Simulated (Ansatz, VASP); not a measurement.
# C: VASP beside Ansatz

Contents of INCAR:

```
PREC = Accurate
ENCUT = 520
EDIFF = 1E-7
ISMEAR = 0
SIGMA = 0.05
LREAL = F
LASPH = T
NELM = 60
ALGO = Normal
ISIF = 2
LWAVE = F
LCHARG = F
GGA = PE
NBANDS = 26
```

KPOINTS

```
Automatic mesh
0
Gamma
  6 6 6
```

The input POSCAR:

```
C
1.0
    3.5714750638      0.0000000000      0.0000000000
    0.0000000000     -3.5714750638      0.0000000000
    0.0000000000      0.0000000000     -3.5714750638
C
8
Direct
    0.5193987165     -0.0193987165     -0.0193987165
    0.0000000000      0.5000000000      0.0000000000
    0.0000000000      0.0000000000      0.5000000000
    0.5000000000      0.5000000000      0.5000000000
    0.7500000000      0.7500000000      0.7500000000
    0.2500000000      0.2500000000      0.7500000000
    0.2500000000      0.7500000000      0.2500000000
    0.7500000000      0.2500000000      0.2500000000
```

Input for Ansatz:

```yaml
crystal:
  lattice:
    - [3.5714750638, 0.0, 0.0]
    - [0.0, -3.5714750638, 0.0]
    - [0.0, 0.0, -3.5714750638]
  atoms:
    - { symbol: C, position: [0.5193987165, -0.0193987165, -0.0193987165] }
    - { symbol: C, position: [0.0, 0.5, 0.0] }
    - { symbol: C, position: [0.0, 0.0, 0.5] }
    - { symbol: C, position: [0.5, 0.5, 0.5] }
    - { symbol: C, position: [0.75, 0.75, 0.75] }
    - { symbol: C, position: [0.25, 0.25, 0.75] }
    - { symbol: C, position: [0.25, 0.75, 0.25] }
    - { symbol: C, position: [0.75, 0.25, 0.25] }
basis:
  ecutwfc: 420
kpoints:
  mp_grid: { grid: [6, 6, 6] }
hamiltonian:
  xc: pbe
scf:
  occupations: { method: gaussian, width: 0.05 }
output:
  forces: true
  stress: true
  eigenvalues: true
```

Alike in both runs: task single point; functional PBE; k mesh 6 × 6 × 6; occupations gaussian, width 0.05 eV; no spin polarisation.

|  | VASP | Ansatz |
| --- | --- | --- |
| version | VASP 6.6.1 | Ansatz 0.2.0 |
| potentials or method | VASP PAW PBE potentials, release 64 (C), cutoff 520 eV | scalar-relativistic, plane waves, PAW |
| valence electrons in the cell | 32 | 32 |

|  | VASP | Ansatz | Ansatz less VASP |
| --- | --- | --- | --- |
| gap on the k mesh at the Fermi level (eV) | 3.78 | 3.79 | +0.006 |
| least direct gap on the mesh (eV) | 3.98 | 3.99 | +0.007 |
| pressure (GPa) | 2.4 | 1.8 | -0.66 |
| traceless stress, the component that is largest in VASP (GPa) | 1.79 | 1.73 | -0.067 |
| rms of the force components (eV/Å) | 1.448 | 1.440 | -0.0076 |

Atom by atom the forces differ by 0.009 eV/Å (rms over components).
